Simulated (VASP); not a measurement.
# Sr2GaIrO6 (I4/m) in VASP: single point with r2SCAN

Aim: the single point of Sr2GaIrO6 with r2SCAN.

All numbers are computed with VASP 6.6.1; they aren't measurements. Logs are shortened: lines on timing, memory, paths and dates and some standing lists are left out, and cuts for length are marked.

## 1. The cell of the first run

The structure is tetragonal, space group I4/m (No. 87). The conventional cell has a = 5.518 Å, b = 5.518 Å, c = 7.813 Å, α = 90.00°, β = 90.00°, γ = 90.00°. Sr (site symmetry -4) has 12 O at 2.67 to 2.86 Å and 4 Ga at 3.38 Å and 4 Ir at 3.38 Å within 3.5 Å. Ga (site symmetry 4/m) has 6 O at 1.95 Å within 2.6 Å. Within 2.6 Å of Ir (site symmetry 4/m) lie 6 O at 1.95 to 1.96 Å. O (site symmetry 4) has 1 Ga at 1.95 Å and 1 Ir at 1.95 Å within 2.6 Å. O (site symmetry m) has 1 Ga at 1.95 Å and 1 Ir at 1.96 Å and 4 Sr at 2.67 to 2.86 Å and 8 O at 2.76 to 2.77 Å within 2.9 Å.

## 2. Single point, r2SCAN

Contents of POSCAR:

```
Sr2GaIrO6
1.0
    0.0000000000      5.5178500000      0.0000000000
    5.5178500000      0.0000000000      0.0000000000
    2.7589250000      2.7589250000     -3.9067040000
Sr Ga Ir O
2 1 1 6
Direct
    0.7500000000      0.2500000000      0.5000000000
    0.2500000000      0.7500000000      0.5000000000
    0.0000000000      0.0000000000      0.0000000000
    0.5000000000      0.5000000000      0.0000000000
    0.2499000000      0.2499000000      0.5002000000
    0.7501000000      0.7501000000      0.4998000000
    0.2327000000      0.2671000000      0.0000000000
    0.2671000000      0.7673000000      0.0000000000
    0.7673000000      0.7329000000      0.0000000000
    0.7329000000      0.2327000000      0.0000000000
```

Contents of INCAR.step1:

```
ALGO     = Normal         # electronic algorithm
EDIFF    = 1E-4           # SCF threshold, eV
ENCUT    = 520            # plane-wave cutoff, eV
GGA      = PE             # functional
ISMEAR   = -1             # smearing method
LASPH    = T              # aspherical terms in the spheres
LCHARG   = F              # write CHGCAR
LREAL    = F              # projectors in reciprocal space
LWAVE    = T              # write WAVECAR
NBANDS   = 50             # bands
NELM     = 100            # most SCF steps
PREC     = Accurate       # precision mode
SIGMA    = 0.1            # smearing width, eV
```

Contents of INCAR.step2:

```
ALGO     = Normal         # electronic algorithm
EDIFF    = 1E-6           # SCF threshold, eV
ENCUT    = 520            # plane-wave cutoff, eV
ISIF     = 2              # what is computed and relaxed
ISMEAR   = -1             # smearing method
ISTART   = 1            
LASPH    = T              # aspherical terms in the spheres
LCHARG   = F              # write CHGCAR
LMIXTAU  = T            
LREAL    = F              # projectors in reciprocal space
LWAVE    = F              # write WAVECAR
METAGGA  = R2SCAN         # meta-GGA
NBANDS   = 50             # bands
NELM     = 100            # most SCF steps
PREC     = Accurate       # precision mode
SIGMA    = 0.1            # smearing width, eV
```

Contents of KPOINTS:

```
k-points
0
Gamma
  5 5 5
```

Potentials or basis: VASP PAW PBE potentials, release 64 (Sr_sv, Ga_d, Ir, O).

Launch:

```sh
cat potpaw_PBE.64/Sr_sv/POTCAR potpaw_PBE.64/Ga_d/POTCAR potpaw_PBE.64/Ir/POTCAR potpaw_PBE.64/O/POTCAR > POTCAR
cp INCAR.step1 INCAR
mpirun -np 1 vasp_std > vasp.out
cp INCAR.step2 INCAR
mpirun -np 1 vasp_std > vasp.out
```

OUTCAR:

```text
EDIFF = 1E-6
   ENCUT = 520
   ISIF = 2
   ISMEAR = -1
   ISTART = 1
   LASPH = T
   LREAL = F
   METAGGA = R2SCAN
   NELM = 100
   PREC = Accurate

 ion  position               nearest neighbor table
   1  0.750  0.250  0.500-   8 2.67  10 2.67   7 2.67   9 2.67   5 2.76   6 2.76   6 2.76   5 2.76
                            10 2.86   9 2.86   8 2.86   7 2.86   3 3.38   4 3.38   3 3.38   4 3.38
   2  0.250  0.750  0.500-   7 2.67   9 2.67   8 2.67  10 2.67   5 2.76   6 2.76   6 2.76   5 2.76
                             9 2.86   8 2.86   7 2.86  10 2.86   4 3.38   3 3.38   3 3.38   4 3.38
   3  0.000  0.000  0.000-   5 1.95   6 1.95   7 1.95   8 1.95   9 1.95  10 1.95   1 3.38   2 3.38
                             1 3.38   2 3.38   1 3.38   2 3.38   1 3.38   2 3.38
   4  0.500  0.500  0.000-   5 1.95   6 1.95   8 1.96   9 1.96  10 1.96   7 1.96   2 3.38   1 3.38
                             2 3.38   1 3.38   2 3.38   1 3.38   2 3.38   1 3.38
   5  0.250  0.250  0.500-   3 1.95   4 1.95   1 2.76   2 2.76   1 2.76   2 2.76
   6  0.750  0.750  0.500-   3 1.95   4 1.95   2 2.76   1 2.76   1 2.76   2 2.76
   7  0.233  0.267  0.000-   3 1.95   4 1.96   1 2.67   2 2.67   1 2.86   2 2.86
   8  0.267  0.767  0.000-   3 1.95   4 1.96   2 2.67   1 2.67   2 2.86   1 2.86
   9  0.767  0.733  0.000-   3 1.95   4 1.96   1 2.67   2 2.67   1 2.86   2 2.86
  10  0.733  0.233  0.000-   3 1.95   4 1.96   2 2.67   1 2.67   2 2.86   1 2.86

  LATTYP: Found a body centered tetragonal cell.
 ALAT       =     5.5178500000
 C/A-ratio  =     1.4160239949

  Lattice vectors:

 A1 = (  -2.7589250000,   2.7589250000,   3.9067040000)
 A2 = (   2.7589250000,  -2.7589250000,   3.9067040000)
 A3 = (   2.7589250000,   2.7589250000,  -3.9067040000)

Analysis of symmetry for initial positions (statically):
=====================================================================
 Subroutine PRICEL returns:
 Original cell was already a primitive cell.

 Routine SETGRP: Setting up the symmetry group for a
 body centered tetragonal supercell.

 Subroutine GETGRP returns: Found  8 space group operations
 (whereof  8 operations were pure point group operations)
 out of a pool of 16 trial point group operations.

The static configuration has the point symmetry C_4h.

Analysis of symmetry for dynamics (positions and initial velocities):
=====================================================================
 Subroutine PRICEL returns:
 Original cell was already a primitive cell.

 Routine SETGRP: Setting up the symmetry group for a
 body centered tetragonal supercell.

 Subroutine GETGRP returns: Found  8 space group operations
 (whereof  8 operations were pure point group operations)
 out of a pool of 16 trial point group operations.

The dynamic configuration has the point symmetry C_4h.

 Subroutine INISYM returns: Found  8 space group operations
 (whereof  8 operations are pure point group operations),
 and found     1 'primitive' translations

----------------------------------------------------------------------------------------

                                     Primitive cell

  volume of cell :     118.9461

  direct lattice vectors                    reciprocal lattice vectors
     0.000000000  5.517850000  0.000000000     0.000000000  0.181230008  0.127985125
     5.517850000  0.000000000  0.000000000     0.181230008  0.000000000  0.127985125
     2.758925000  2.758925000 -3.906704000     0.000000000  0.000000000 -0.255970250

  length of vectors
     5.517850000  5.517850000  5.521383020     0.221865969  0.221865969  0.255970250

  position of ions in fractional coordinates (direct lattice)
     0.750000000  0.250000000  0.500000000
     0.250000000  0.750000000  0.500000000
     0.000000000  0.000000000  0.000000000
     0.500000000  0.500000000  0.000000000
     0.249900000  0.249900000  0.500200000
     0.750100000  0.750100000  0.499800000
     0.232700000  0.267100000  0.000000000
     0.267100000  0.767300000  0.000000000
     0.767300000  0.732900000  0.000000000
     0.732900000  0.232700000  0.000000000

  ion indices of the primitive-cell ions
   primitive index   ion index
                 1           1
                 2           2
                 3           3
                 4           4
                 5           5
                 6           6
                 7           7
                 8           8
                 9           9
                10          10

----------------------------------------------------------------------------------------

 KPOINTS: k-points

Automatic generation of k-mesh.
 Grid dimensions read from file:
 generate k-points for:    5    5    5

 Generating k-lattice:

  Cartesian coordinates                     Fractional coordinates (reciprocal lattice)
     0.000000000  0.036246002  0.025597025     0.200000000  0.000000000  0.000000000
     0.036246002  0.000000000  0.025597025     0.000000000  0.200000000  0.000000000
     0.000000000  0.000000000 -0.051194050     0.000000000  0.000000000  0.200000000

  Length of vectors
     0.044373194  0.044373194  0.051194050

  Shift w.r.t. Gamma in fractional coordinates (k-lattice)
     0.000000000  0.000000000  0.000000000

 Subroutine IBZKPT returns following result:
 ===========================================

 Found     21 irreducible k-points:

 Following reciprocal coordinates:
            Coordinates               Weight
  0.000000  0.000000  0.000000      1.000000
  0.200000  0.000000  0.000000      8.000000
  0.400000  0.000000  0.000000      8.000000
  0.200000  0.200000  0.000000      8.000000
  0.400000  0.200000  0.000000      8.000000
 -0.200000 -0.400000 -0.000000      8.000000
[... 13 lines left out ...]
  0.000000  0.000000  0.400000      2.000000
 -0.200000  0.000000  0.400000      4.000000
   k-points           NKPTS =     21   k-points in BZ     NKDIM =     21   number of bands    NBANDS=     50
   number of dos      NEDOS =    301   number of ions     NIONS =     10
   total plane-waves  NPLWV =  74088
   dimension x,y,z NGX =    42 NGY =   42 NGZ =   42
   dimension x,y,z NGXF=    84 NGYF=   84 NGZF=   84
   ions per type =               2   1   1   6
   NGX,Y,Z   is equivalent  to a cutoff of  12.65, 12.65, 12.65 a.u.
   NGXF,Y,Z  is equivalent  to a cutoff of  25.31, 25.31, 25.29 a.u.
 SYSTEM =  unknown system
   PREC   = accura    normal or accurate (medium, high low for compatibility)
   ISTART =      1    job   : 0-new  1-cont  2-samecut
   ICHARG =      0    charge: 1-file 2-atom 10-const
   ISPIN  =      1    spin polarized calculation?
   LNONCOLLINEAR =      F non collinear calculations
   LSORBIT =      F    spin-orbit coupling
   LASPH  =      T    aspherical Exc in radial PAW
   ENCUT  =  520.0 eV  38.22 Ry    6.18 a.u.  10.26 10.26 10.27*2*pi/ulx,y,z
   NELM   =    100;   NELMIN=  2; NELMDL=  0     # of ELM steps
   EDIFF  = 0.1E-05   stopping-criterion for ELM
   LREAL  =      F    real-space projection
   EDIFFG = 0.1E-04   stopping-criterion for IOM
   NSW    =      0    number of steps for IOM
   IBRION =     -1    ionic relax: 0-MD 1-quasi-New 2-CG
   NFREE  =      0    steps in history (QN), initial steepest desc. (CG)
   ISIF   =      2    stress and relaxation
   ISYM   =      2    0-nonsym 1-usesym 2-fastsym
   POTIM  = 0.5000    time-step for ionic-motion
   TEBEG  =    0.0;   TEEND  =   0.0 temperature during run
   PSTRESS=    0.0 pullay stress
   NELECT =      78.0000    total number of electrons
   NUPDOWN=      -1.0000    fix difference up-down
   EMIN   =  10.00;   EMAX   =-10.00  energy-range for DOS
   EFERMI =   0.00;   METHOD = LEGACY
   ISMEAR =    -1;   SIGMA  =   0.10  broadening in eV -4-tet -1-fermi 0-gaus
   EFERMI_NEDOS =   21; number of points for ismear=-14 and -15
   IALGO  =     38    algorithm
   IMIX   =      4    mixing-type and parameters
     AMIX     =   0.40;   BMIX     =  1.00
     AMIX_MAG =   1.60;   BMIX_MAG =  1.00
  volume/ion in A,a.u.               =      11.89        80.27
  Fermi-wavevector in a.u.,A,eV,Ry     =   1.422295  2.687747 27.523529  2.022922
  Thomas-Fermi vector in A             =   2.543014
   LORBIT       =      0    0 simple, 1 ext, 2 COOP (PROOUT), +10 PAW based schemes
   METAGGA = R2SCAN    functional components
   LHFCALC =     F    Hartree Fock is set to
   AEXX    =    0.0000 exact exchange contribution
   IVDW    =     0    specifies the selected vdW correction
   LEPSILON=     F    determine dielectric tensor
   LRPA    =     F    only Hartree local field effects (RPA)
 non-spin polarized calculation
  energy-cutoff  :      520.00
  volume of cell :      118.95
 maximum number of plane-waves:      3218
 NGX is ok and might be reduce to    42
   NGX = 21   NGY = 21   NGZ = 21

 number of electron      78.0000008 magnetization

 Free energy of the ion-electron system (eV)
  ---------------------------------------------------
  ext. energy  EPLUGINS =         0.00000000
  ---------------------------------------------------
  free energy    TOTEN  =      -151.04761362 eV

  energy without entropy =     -150.85347166  energy(sigma->0) =     -150.95054264

 E-fermi :   4.6384     XC(G=0): -12.2052

 val. band max:        4.6068633566   @ k =  -0.2000   0.4000   0.0000
 cond. band min:       4.6404649491   @ k =  -0.2000   0.0000   0.2000
 fundamental gap:      0.0336015925
 Fermi energy:         4.6383573010

 k-point     1 :       0.0000    0.0000    0.0000
  band No.  band energies     occupation
      1     -30.2586      2.00000
      2     -30.1947      2.00000
      3     -15.8679      2.00000
      4     -14.6797      2.00000
      5     -14.6587      2.00000
      6     -14.3805      2.00000
[... 42 lines left out ...]
     49      11.8634      0.00000
     50      12.3761      0.00000
[... 1058 lines left out ...]
     49      13.3841      0.00000
     50      13.5111      0.00000

------------------------ aborting loop because EDIFF is reached ----------------------------------------

  FORCE on cell =-STRESS in cart. coord.  units (eV):
  Direction    XX          YY          ZZ          XY          YZ          ZX
  --------------------------------------------------------------------------------------
  -------------------------------------------------------------------------------------
  Total        1.9118201      1.9118201      2.2362612     -0.0000028      0.0000000      0.0000000
  in kB       25.7517834     25.7517834     30.1219313     -0.0000377      0.0000000      0.0000000
  external PRESSURE =      27.2084994 kB  Pullay stress =       0.0000000 kB

 VOLUME and BASIS-vectors are now :
 -----------------------------------------------------------------------------
  energy-cutoff  :      520.00
  volume of cell :      118.95
      direct lattice vectors                 reciprocal lattice vectors
     0.000000000  5.517850000  0.000000000     0.000000000  0.181230008  0.127985125
     5.517850000  0.000000000  0.000000000     0.181230008  0.000000000  0.127985125
     2.758925000  2.758925000 -3.906704000     0.000000000  0.000000000 -0.255970250

 POSITION                                       TOTAL-FORCE (eV/Angst)
 -----------------------------------------------------------------------------------
      2.75893      5.51785     -1.95335         0.000000     -0.000000     -0.000000
      5.51785      2.75893     -1.95335        -0.000000     -0.000000      0.000000
      0.00000      0.00000      0.00000        -0.000000     -0.000000      0.000000
      2.75893      2.75893      0.00000         0.000000     -0.000000      0.000000
      2.75892      2.75892     -1.95413        -0.000000     -0.000000     -0.368955
      5.51785      5.51785     -1.95257         0.000000      0.000000      0.368955
      1.47382      1.28400      0.00000        -0.224530     -0.317499      0.000000
      4.23385      1.47382      0.00000         0.317499     -0.224530     -0.000000
      4.04403      4.23385      0.00000         0.224530      0.317499     -0.000000
      1.28400      4.04403      0.00000        -0.317499      0.224530      0.000000
 -----------------------------------------------------------------------------------
    total drift:                                0.000000      0.000000     -0.000000

  FREE ENERGIE OF THE ION-ELECTRON SYSTEM (eV)
  ---------------------------------------------------
  free  energy   TOTEN  =      -151.0476136175 eV

  energy  without entropy=     -150.8534716606  energy(sigma->0) =     -150.95054264
```

It took 12 min on 1 thread of Intel Xeon Platinum 8259CL at 2.50GHz (Skylake/Cascade Lake), shared host; peak memory 0.35 GiB.

Results:

```
Free energy            : -151.0476 eV
Pressure               : 2.7 GPa
Largest force          : 0.389 eV/Å
Band gap on the k mesh : zero (bands 39 and 40 overlap by 0.94 eV)
```

Forces on the atoms (eV/Å):
```
Sr   0.000  0.000  0.000
Sr   0.000  0.000  0.000
Ga   0.000  0.000  0.000
Ir   0.000  0.000  0.000
O    0.000  0.000 -0.369
O    0.000  0.000  0.369
O   -0.225 -0.317  0.000
O    0.317 -0.225  0.000
O    0.225  0.317  0.000
O   -0.317  0.225  0.000
```

Levels at points of the mesh, in eV from the Fermi level:
| k point | band 35 | band 36 | band 37 | band 38 | band 39 | band 40 | band 41 | band 42 | band 43 | band 44 |
| --- | --- | --- | --- | --- | --- | --- | --- | --- | --- | --- |
| (0.00, 0.00, 0.00) | -1.47 | -1.40 | -1.40 | -0.61 | -0.61 | -0.61 | 4.47 | 4.65 | 4.70 | 4.87 |

Caveat: the PAW data sets were made with another functional, which shifts forces and pressure a little; spin-orbit coupling is left out, which moves the levels of the heavy elements.
